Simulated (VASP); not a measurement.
Runs of VASP 6.6.1 on Nb2MoN3. The structure is that of space group P-62m (No. 189), or close to it. The cells are those of the table. 

```csv
task,spin,cell,k mesh,smearing,gap on the mesh (eV),pressure (GPa),moment (μB),relaxed volume (Å³/atom),largest force (eV/Å)
single point,off,"a = 5.082, b = 5.082, c = 2.864 Å, angles 90.0, 90.0, 120.0°, 6 atoms",6 × 6 × 12,gaussian 0.1 eV,none,-0.4,-,-,0.03
single point,off,"a = 5.083, b = 5.083, c = 2.862 Å, angles 90.0, 90.0, 120.0°, 6 atoms",6 × 6 × 10,gaussian 0.1 eV,none,-0.4,-,-,0.03
single point,collinear,"a = 5.084, b = 5.084, c = 2.865 Å, angles 90.0, 90.0, 120.0°, 6 atoms",3 × 3 × 4,gaussian 0.15 eV,none,(a),0.00,-,0.01
relaxation of cell and atoms,off,"relaxed from a = 5.084, b = 5.084, c = 2.865 Å, angles 90.0, 90.0, 120.0°, 6 atoms",6 × 6 × 10,gaussian 0.1 eV,none,0.0,-,10.66,0.01
relaxation of cell and atoms,collinear,"relaxed from a = 5.254, b = 5.254, c = 2.913 Å, angles 90.0, 90.0, 120.0°, 6 atoms",3 × 3 × 4,gaussian 0.15 eV,none,0.4,0.00,10.65,0.02
```

Alike in all rows: level PBE; potentials or basis VASP PAW PBE potentials, release 64 (Nb_sv, Mo_sv, N); cutoff (eV) 600.

Question: Estimate the missing entries.

Answer: (a) -0.6.

Caveats: some runs use coarse meshes.

A k mesh can miss the band edges, and the runs leave out spin-orbit coupling on Mo, Nb.

A gap of «none» marks levels without a gap at the run's occupations.
